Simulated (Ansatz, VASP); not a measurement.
One calculation of Rh, two programs

Contents of INCAR:

```
PREC = Accurate ; ENCUT = 520
EDIFF = 1E-6 ; ISMEAR = -1
SIGMA = 0.08 ; LREAL = F
LASPH = T ; NELM = 100
ALGO = Normal ; ISIF = 2
LWAVE = F ; LCHARG = T
GGA = PE ; LELF = T
LVHAR = T ; NBANDS = 14
```

File KPOINTS:

```
Automatic mesh
0
Gamma
  16 16 16
```

The input POSCAR:

```
Rh
1.0
    0.0570465000      1.9300732500      1.9300732500
    1.9300732500      0.0570465000      1.9300732500
    1.9300732500      1.9300732500      0.0570465000
Rh
1
Direct
    0.0000000000      0.0000000000      0.0000000000
```

Input for Ansatz:

```yaml
crystal:
  lattice:
    - [0.0570465, 1.93007325, 1.93007325]
    - [1.93007325, 0.0570465, 1.93007325]
    - [1.93007325, 1.93007325, 0.0570465]
  atoms:
    - { symbol: Rh, position: [0.0, 0.0, 0.0] }
kpoints:
  mp_grid: { grid: [16, 16, 16] }
  band_path:
    path:
      - [0.0, 0.0, 0.0]
      - [0.5, 0.5, 0.5]
      - [0.2428775097, 0.5, 0.7571224903]
      - [-0.2428775097, 0.2428775097, 0.5]
      - [0.0, 0.0, 0.5]
      - [0.0, 0.0, 0.0]
      - [-0.3714387548, 0.0, 0.3714387548]
      - [0.0, 0.3714387548, 0.6285612452]
      - [0.0, 0.5, 0.5]
    npoints: 5
scf:
  occupations: { method: fermi_dirac, width: 0.08 }
hamiltonian:
  xc: pbe
  pseudopotentials: { kind: all_electron, lapw: { basis_error: 0.001 } }
output:
  forces: true
  stress: true
  eigenvalues: true
```

Change from the starting cell: equal xy, yz and zx shear strains of +3 %.

Alike in both runs: task single point; functional PBE; k mesh 16 × 16 × 16; occupations fermi-dirac, width 0.08 eV; no spin polarisation.

```csv
,VASP,Ansatz
version,VASP 6.6.1,Ansatz 0.2.0
potentials or method,"VASP PAW PBE potentials, release 64 (Rh_pv), cutoff 520 eV","all-electron LAPW, scalar-relativistic"
```

Ansatz gave:

| Property | Result |
| --- | --- |
| pressure (GPa) | 6.9 |
| traceless stress, the component that is largest in VASP (GPa) | -5.91 |

Question: Which values does VASP return?

Answer: Pressure (GPa): 7.0; traceless stress, the component that is largest in VASP (GPa): -5.92.

Ansatz ran all-electron here, and VASP with PAW potentials.
